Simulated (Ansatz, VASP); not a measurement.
## Pt in VASP and in Ansatz

```
Pt
1.0
     2.75233    0.00000    0.00000
    -1.37616    2.38359    0.00000
     0.00000    0.00000    9.19195
Pt
4
Cartesian
  0.0000 0.0000 0.0000
  0.0000 0.0000 4.5960
  0.0000 1.5891 6.8940
  1.3762 0.7945 2.2980
```

Alike in both runs: functional PBEsol; k mesh 9 × 9 × 2; occupations gaussian, width 0.1 eV; no spin polarisation.

Ansatz relaxed the structure, and its values are those at the end. VASP's run is a single point on that final structure, the one shown.

|  | VASP | Ansatz |
| --- | --- | --- |
| version | VASP 6.6.1 | Ansatz 0.2.0 |
| potentials or method | VASP PAW PBE potentials, release 64 (Pt), cutoff 520 eV | scalar-relativistic, plane waves, PAW |
| valence electrons in the cell | 40 | 72 |

```csv
,VASP,Ansatz,Ansatz less VASP
gap on the k mesh at the Fermi level (eV),none,none,-
pressure (GPa),-0.4,0.0,+0.40
```

VASP's potentials were made for PBE, not for PBEsol. A gap of «none» marks a metal or a gap that the smearing closes. The functional is the same, so the differences come from potentials, cutoffs and numerics. VASP's potentials hold 40 valence electrons a cell and Ansatz's 72, so a difference there can come from the potentials and not from the codes.

Neither program's run includes spin-orbit coupling.
